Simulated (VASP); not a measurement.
A run of VASP 6.6.1:

INCAR

```
SYSTEM = Ga4AsP3
PREC = Accurate
ENCUT = 520
EDIFF = 1E-7
ISMEAR = 0
SIGMA = 0.1
LREAL = .False.
LASPH = .True.
NELM = 60
ALGO = Normal
ISIF = 2
LWAVE = .False.
LCHARG = .False.
GGA = PE
NBANDS = 46
```

File KPOINTS:

```
Automatic mesh
0
Gamma
  4 4 4
  0 0 0
```

Contents of POSCAR:

```
Ga4AsP3
1.0
    5.5637786000      0.0000000000      0.0000000000
    0.0000000000      5.5637786000      0.0000000000
    0.0000000000      0.0000000000      5.5637786000
Ga P As
4 3 1
Direct
    0.7545030000      0.7545030000      0.2454970000
    0.7545030000      0.2454970000      0.7545030000
    0.2454970000      0.7545030000      0.7545030000
    0.2454970000      0.2454970000      0.2454970000
    0.5000000000      0.0000000000      0.0000000000
    0.0000000000      0.5000000000      0.0000000000
    0.0000000000      0.0000000000      0.5000000000
    0.5000000000      0.5000000000      0.5000000000
```

Potentials or basis: VASP PAW PBE potentials, release 64 (Ga_d, P, As).

Command:

```console
$ cat potpaw_PBE.64/Ga_d/POTCAR potpaw_PBE.64/P/POTCAR potpaw_PBE.64/As/POTCAR > POTCAR
$ mpirun -np 1 vasp_std > vasp.out
```

Hardware: 1 thread of Intel(R) Xeon(R) Platinum 8488C (Sapphire Rapids), with other jobs on the host.

Problem. Estimate the wall time of this run.

Solution. Run time: 79 s on 1 thread of Intel(R) Xeon(R) Platinum 8488C (Sapphire Rapids) (shared host), peak memory 0.28 GiB. Counts: scf iterations 16, k points 10.
